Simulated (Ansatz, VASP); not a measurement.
This is a calculation of HgTe for Ansatz 0.2.0.

input.yaml

```yaml
crystal:
  lattice:
    - [0.0, 3.2145, 3.2145]
    - [3.2145, 0.0, 3.2145]
    - [3.2145, 3.2145, 0.0]
  atoms:
    - { symbol: Hg, position: [0.0, 0.0, 0.0] }
    - { symbol: Te, position: [0.75, 0.75, 0.75] }
hamiltonian:
  xc: pbe
  pseudopotentials: { kind: paw }
  dispersion: d4
kpoints:
  mp_grid: { grid: [7, 7, 7] }
scf:
  occupations: { method: fermi_dirac, width: 0.05 }
output:
  forces: true
  stress: true
  eigenvalues: true
relax:
  f_tol: 0.01
  max_steps: 40
  cell: { stress_tol: 0.05 }
```

Potentials or basis: Ansatz PAW.

Launch:

```console
$ ansatz run input.yaml --threads 2 --pin off --max-ram 5632MiB --backend cpu --events-out ev --progress --plain --runs-dir out
```

Task: Set up the same calculation for VASP 6.6.1. Potentials there: VASP PAW PBE potentials, release 64 (Hg, Te).

Result: As run (the cutoff follows the program's own potentials):

The input INCAR:

```
SYSTEM = HgTe
PREC = Accurate
ENCUT = 600
EDIFF = 1E-6
ISMEAR = -1
SIGMA = 0.05
LREAL = .False.
LASPH = .True.
NELM = 80
ALGO = Normal
ISIF = 3
LWAVE = .False.
LCHARG = .False.
GGA = PE
IVDW = 13
IBRION = 2
NSW = 60
EDIFFG = -0.01
```

File KPOINTS:

```
Automatic mesh
0
Gamma
  7 7 7
  0 0 0
```

The input POSCAR:

```
HgTe
1.0
    0.0000000000      3.2145000000      3.2145000000
    3.2145000000      0.0000000000      3.2145000000
    3.2145000000      3.2145000000      0.0000000000
Hg Te
1 1
Direct
    0.0000000000      0.0000000000      0.0000000000
    0.7500000000      0.7500000000      0.7500000000
```

Potentials or basis: VASP PAW PBE potentials, release 64 (Hg, Te).

Launch:

```console
$ cat potpaw_PBE.64/Hg/POTCAR potpaw_PBE.64/Te/POTCAR > POTCAR
$ mpirun -np 1 vasp_std > vasp.out
```

Both were run:

|  | VASP | Ansatz | Ansatz less VASP |
| --- | --- | --- | --- |
| gap on the k mesh at the Fermi level, each at its own relaxed structure (eV) | none | none | - |
| relaxed volume (Å³/atom) | 35.09 | 35.04 | -0.051 |
| relaxed cell length with the largest relative difference (Å) | 4.630 | 4.628 | -0.0022 |

A gap of «none» marks a metal or a gap that the smearing closes. VASP's potentials hold 18 valence electrons a cell and Ansatz's 36, so a difference there can come from the potentials and not from the codes.

Spin-orbit coupling is off throughout. Noted on Ansatz's run: the plane-wave basis is chosen anew once the cell has moved, so the energies of steps on either side of that aren't comparable.
